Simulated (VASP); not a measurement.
Set up this calculation in VASP 6.6.1, as the native input.

```
Task                   : single point
Functional             : PBEsol
Potentials or basis    : VASP PAW PBE potentials, release 64 (Ti_sv, O)
Cutoff                 : 520 eV
k mesh                 : 3 × 3 × 3
Occupations            : gaussian, width 0.01 eV
Spin                   : no spin polarisation
Dipole correction      : no
Further INCAR settings : ALGO = Normal; EDIFF = 1e-07; NBANDS = 33
```

The structure of TiO2 lies in POSCAR:

```
TiO2
1.0
    2.7060340000     -2.7066550000      0.0000000000
    2.7060340000      2.7066550000      0.0000000000
   -2.6335310000      0.0000000000      4.7966370000
Ti O
2 4
Direct
    0.1341100000      0.8658900000      0.2500000000
    0.8658900000      0.1341100000      0.7500000000
    0.3312210000      0.0887550000      0.6671490000
    0.6687790000      0.9112450000      0.3328510000
    0.9112450000      0.6687790000      0.8328510000
    0.0887550000      0.3312210000      0.1671490000
```

The input as run:

INCAR

```
SYSTEM = TiO2
  PREC = Accurate
  ENCUT = 520
  EDIFF = 1E-7
  ISMEAR = 0
  SIGMA = 0.01
  LREAL = .FALSE.
  LASPH = .TRUE.
  NELM = 60
  ALGO = Normal
  ISIF = 2
  LWAVE = .FALSE.
  LCHARG = .FALSE.
  GGA = PS
  NBANDS = 33
```

KPOINTS

```
regular mesh
0
G
  3 3 3
  0 0 0
```

Potentials or basis: VASP PAW PBE potentials, release 64 (Ti_sv, O).

Command:

```sh
$ cat potpaw_PBE.64/Ti_sv/POTCAR potpaw_PBE.64/O/POTCAR > POTCAR
$ mpirun -np 1 vasp_std > vasp.out
```

Results of the run:

The pressure is -7.1 GPa and the largest force is 0.144 eV/Å. The band gap on the k mesh is 2.09 eV, indirect (least direct gap 2.35 eV).

Caveat: the k points lie up to 0.59 Å⁻¹ apart; the PAW data sets were made with another functional, which shifts forces and pressure a little.

Run time: 23 s on 1 thread of Intel(R) Xeon(R) Platinum 8488C (Sapphire Rapids), on a shared host, peak memory 0.17 GiB.
